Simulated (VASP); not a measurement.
# Ir (I4/mmm) in VASP: notebook

Runs on Ir. Level: PBEsol. Tasks: single point.

All numbers are computed with VASP 6.6.1; they aren't measurements. Logs are shortened: lines on timing, memory, paths and dates and some standing lists are left out, and cuts for length are marked.

## (1) The cell of the first run

Symmetry: I4/mmm, No. 139, tetragonal system. Conventional cell: a = 2.630 Å, b = 2.630 Å, c = 4.091 Å, α = 90.00°, β = 90.00°, γ = 90.00°. Within 3.5 Å of Ir (site symmetry 4/mmm) lie 12 Ir at 2.63 to 2.76 Å.

## (2) Single point, PBEsol

The input, INCAR:

```
SYSTEM = Ir
ALGO = Normal
EDIFF = 1E-6
ENCUT = 560
GGA = PS
GGA_COMPAT = .FALSE.
ISIF = 2
ISMEAR = 0
LASPH = .TRUE.
LCHARG = .FALSE.
LREAL = .FALSE.
LWAVE = .FALSE.
NBANDS = 14
NELM = 120
PREC = Accurate
SIGMA = 0.15
```

The input, KPOINTS:

```
k-points
0
G
  24 24 24
  0 0 0
```

The input, POSCAR:

```
Ir
1.0
    0.0000000000      1.8596696490      2.0456366139
    1.8596696490      0.0000000000      2.0456366139
    1.8596696490      1.8596696490      0.0000000000
Ir
1
Direct
    0.0000000000      0.0000000000      0.0000000000
```

Potentials or basis: VASP PAW PBE potentials, release 64 (Ir_sv_GW).

The run is started by

```console
$ cat potpaw_PBE.64/Ir_sv_GW/POTCAR > POTCAR
$ mpirun -np 1 vasp_std > vasp.out
```

OUTCAR:

```text
SYSTEM = Ir
   EDIFF = 1E-6
   ENCUT = 560
   GGA = PS
   ISIF = 2
   ISMEAR = 0
   LASPH = .TRUE.
   LREAL = .FALSE.
   NELM = 120
   PREC = Accurate

 ion  position               nearest neighbor table
   1  0.000  0.000  0.000-

  LATTYP: Found a body centered tetragonal cell.
 ALAT       =     2.6299700391
 C/A-ratio  =     1.5556349186

  Lattice vectors:

 A1 = (  -1.8596696490,   0.0000000000,   2.0456366139)
 A2 = (   1.8596696490,   0.0000000000,   2.0456366139)
 A3 = (   0.0000000000,   1.8596696490,  -2.0456366139)

Analysis of symmetry for initial positions (statically):
=====================================================================
 Subroutine PRICEL returns:
 Original cell was already a primitive cell.

 Routine SETGRP: Setting up the symmetry group for a
 body centered tetragonal supercell.

 Subroutine GETGRP returns: Found 16 space group operations
 (whereof 16 operations were pure point group operations)
 out of a pool of 16 trial point group operations.

The static configuration has the point symmetry D_4h.

Analysis of symmetry for dynamics (positions and initial velocities):
=====================================================================
 Subroutine PRICEL returns:
 Original cell was already a primitive cell.

 Routine SETGRP: Setting up the symmetry group for a
 body centered tetragonal supercell.

 Subroutine GETGRP returns: Found 16 space group operations
 (whereof 16 operations were pure point group operations)
 out of a pool of 16 trial point group operations.

The dynamic configuration has the point symmetry D_4h.

 Subroutine INISYM returns: Found 16 space group operations
 (whereof 16 operations are pure point group operations),
 and found     1 'primitive' translations

----------------------------------------------------------------------------------------

                                     Primitive cell

  volume of cell :      14.1491

  direct lattice vectors                    reciprocal lattice vectors
     0.000000000  1.859669649  2.045636614    -0.268864957  0.268864957  0.244422688
     1.859669649  0.000000000  2.045636614     0.268864957 -0.268864957  0.244422688
     1.859669649  1.859669649  0.000000000     0.268864957  0.268864957 -0.244422688

  length of vectors
     2.764597685  2.764597685  2.629970039     0.452016792  0.452016792  0.452016792

  position of ions in fractional coordinates (direct lattice)
     0.000000000  0.000000000  0.000000000

  ion indices of the primitive-cell ions
[... 83 lines left out ...]
   TEBEG  =    0.0;   TEEND  =   0.0 temperature during run
   PSTRESS=    0.0 pullay stress
   NELECT =      17.0000    total number of electrons
   NUPDOWN=      -1.0000    fix difference up-down
   EMIN   =  10.00;   EMAX   =-10.00  energy-range for DOS
   EFERMI =   0.00;   METHOD = LEGACY
   ISMEAR =     0;   SIGMA  =   0.15  broadening in eV -4-tet -1-fermi 0-gaus
   EFERMI_NEDOS =   21; number of points for ismear=-14 and -15
   IALGO  =     38    algorithm
   IMIX   =      4    mixing-type and parameters
     AMIX     =   0.40;   BMIX     =  1.00
     AMIX_MAG =   1.60;   BMIX_MAG =  1.00
  volume/ion in A,a.u.               =      14.15        95.48
  Fermi-wavevector in a.u.,A,eV,Ry     =   1.740395  3.288869 41.211694  3.028974
  Thomas-Fermi vector in A             =   2.813052
   LORBIT       =      0    0 simple, 1 ext, 2 COOP (PROOUT), +10 PAW based schemes
   GGA     = PS    functional components
   LHFCALC =     F    Hartree Fock is set to
   AEXX    =    0.0000 exact exchange contribution
   IVDW    =     0    specifies the selected vdW correction
   LEPSILON=     F    determine dielectric tensor
   LRPA    =     F    only Hartree local field effects (RPA)
 non-spin polarized calculation
 Gauss-broadening in eV      SIGMA  =   0.15
  energy-cutoff  :      560.00
  volume of cell :       14.15
 maximum number of plane-waves:       437
 NGX is ok and might be reduce to    24

 number of electron      17.0000000 magnetization

 Free energy of the ion-electron system (eV)
  ---------------------------------------------------
  ext. energy  EPLUGINS =         0.00000000
  ---------------------------------------------------
  free energy    TOTEN  =       -10.29873644 eV

  energy without entropy =      -10.28657352  energy(sigma->0) =      -10.29265498

 E-fermi :  12.7158     XC(G=0): -14.7012

 val. band max:       12.7152012204   @ k =   0.3333   0.0417   0.2083
 cond. band min:      12.7159598759   @ k =  -0.3750   0.1667   0.0000
 fundamental gap:      0.0007586555
 Fermi energy:        12.7158382341

 k-point     1 :       0.0000    0.0000    0.0000
  band No.  band energies     occupation
      1     -80.2747      2.00000
      2     -36.7157      2.00000
      3     -36.6254      2.00000
      4     -36.6254      2.00000
      5       1.5649      2.00000
      6       8.0133      2.00000
      7       9.3463      2.00000
      8       9.3463      2.00000
      9      10.6170      2.00000
     10      12.3714      1.99884
     11      26.4758      0.00000
     12      30.0085      0.00000
     13      32.8296      0.00000
     14      32.8296      0.00000
[... 377 lines left out ...]
      1     -80.2092      2.00000
      2     -37.4224      2.00000
      3     -36.8521      2.00000
      4     -36.6848      2.00000
      5       4.6837      2.00000
      6       8.0934      2.00000
      7       9.5216      2.00000
      8      11.2250      2.00000
      9      13.3133      0.00000
     10      13.8178      0.00000
     11      20.7366      0.00000
     12      26.0683      0.00000
     13      31.9152      0.00000
     14      32.7498      0.00000

 [... further k-points ...]

------------------------ aborting loop because EDIFF is reached ----------------------------------------

  FORCE on cell =-STRESS in cart. coord.  units (eV):
  Direction    XX          YY          ZZ          XY          YZ          ZX
  --------------------------------------------------------------------------------------
  -------------------------------------------------------------------------------------
  Total        0.8909817      0.8909817     -2.3563884      0.0000000      0.0000000      0.0000000
  in kB      100.8902692    100.8902692   -266.8255236      0.0000000      0.0000000      0.0000000
  external PRESSURE =     -21.6816617 kB  Pullay stress =       0.0000000 kB

 VOLUME and BASIS-vectors are now :
 -----------------------------------------------------------------------------
  energy-cutoff  :      560.00
  volume of cell :       14.15
      direct lattice vectors                 reciprocal lattice vectors
     0.000000000  1.859669649  2.045636614    -0.268864957  0.268864957  0.244422688
     1.859669649  0.000000000  2.045636614     0.268864957 -0.268864957  0.244422688
     1.859669649  1.859669649  0.000000000     0.268864957  0.268864957 -0.244422688

 POSITION                                       TOTAL-FORCE (eV/Angst)
 -----------------------------------------------------------------------------------
      0.00000      0.00000      0.00000         0.000000      0.000000      0.000000
 -----------------------------------------------------------------------------------
    total drift:                                0.000000      0.000000     -0.000000

  FREE ENERGIE OF THE ION-ELECTRON SYSTEM (eV)
  ---------------------------------------------------
  free  energy   TOTEN  =       -10.2987364401 eV

  energy  without entropy=      -10.2865735217  energy(sigma->0) =      -10.29265498
```

It took 2.3 min on 1 thread of Intel Xeon 6975P-C (Granite Rapids), shared host; peak memory 0.35 GiB.

What came out:

* Free energy: -10.2987 eV
* Pressure: -2.2 GPa
* Band gap on the k mesh: zero (an odd number of electrons rules out a gap without spin polarisation)

Levels at points of the mesh, in eV from the Fermi level:
| k point | band 6 | band 7 | band 8 | band 9 | band 10 | band 11 |
| --- | --- | --- | --- | --- | --- | --- |
| (0.00, 0.00, 0.00) | -4.70 | -3.37 | -3.37 | -2.10 | -0.34 | 13.76 |
| (0.50, 0.00, 0.00) | -4.59 | -3.31 | -0.76 | 0.63 | 1.20 | 7.37 |
| (0.50, 0.50, 0.00) | -7.31 | 0.42 | 1.07 | 1.41 | 1.41 | 8.81 |
| (0.50, 0.00, 0.50) | -7.29 | 0.71 | 0.82 | 2.21 | 2.36 | 10.46 |

Caveat: the stress differs along the axes, from -27 to 10 GPa; the PAW data sets were made with another functional, which shifts forces and pressure a little; spin-orbit coupling is left out, which moves the levels of the heavy elements.

## (3) Single point, PBEsol

This run uses another cell than the first one, of the same volume but with other edges.

The input, INCAR:

```
ALGO = Normal
EDIFF = 1E-6
ENCUT = 560
GGA = PS
GGA_COMPAT = F
ISIF = 2
ISMEAR = 0
LASPH = T
LCHARG = T
LELF = T
LREAL = F
LVHAR = T
LWAVE = F
NBANDS = 14
NELM = 120
PREC = Accurate
SIGMA = 0.15
```

The input, KPOINTS:

```
k-points
0
Gamma
  24 24 24
```

The input, POSCAR:

```
Ir
1.0
    0.0000000000      2.2161317680      1.4404856492
    2.2161317680      0.0000000000      1.4404856492
    2.2161317680      2.2161317680      0.0000000000
Ir
1
Direct
    0.0000000000      0.0000000000      0.0000000000
```

Potentials or basis: VASP PAW PBE potentials, release 64 (Ir_sv_GW).

The run is started by

```console
$ cat potpaw_PBE.64/Ir_sv_GW/POTCAR > POTCAR
$ mpirun -np 1 vasp_std > vasp.out
```

Run time: 7.3 min. Hardware: 1 thread of AMD EPYC 7R43 (Zen 3), shared host; peak memory 0.31 GiB.

The run converged. Its results:

- Free energy: -9.8331 eV
- Pressure: 6.7 GPa
- Band gap on the k mesh: zero (an odd number of electrons rules out a gap without spin polarisation)

Stress tensor (GPa, compression positive):
```
 19.19   0.00   0.00
  0.00  19.19   0.00
  0.00   0.00 -18.20
```

Levels at points of the mesh, in eV from the Fermi level:
| k point | band 4 | band 5 | band 6 | band 7 | band 8 | band 9 | band 10 | band 11 | band 12 | band 13 |
| --- | --- | --- | --- | --- | --- | --- | --- | --- | --- | --- |
| (0.00, 0.00, 0.00) | -48.90 | -10.87 | -4.26 | -3.34 | -3.34 | -1.38 | 0.13 | 15.65 | 15.65 | 17.57 |
| (0.50, 0.00, 0.00) | -49.00 | -7.71 | -5.91 | -0.62 | 0.12 | 0.53 | 2.41 | 8.59 | 12.45 | 16.16 |
| (0.50, 0.50, 0.00) | -49.52 | -7.37 | -7.27 | 1.54 | 1.54 | 1.94 | 7.09 | 7.09 | 9.75 | 14.96 |
| (0.50, 0.00, 0.50) | -48.87 | -7.83 | -4.90 | -1.62 | -0.49 | -0.27 | 2.22 | 7.82 | 13.18 | 18.26 |

Caveat: the stress differs along the axes, from -18 to 19 GPa; the PAW data sets were made with another functional, which shifts forces and pressure a little; spin-orbit coupling is left out, which moves the levels of the heavy elements.
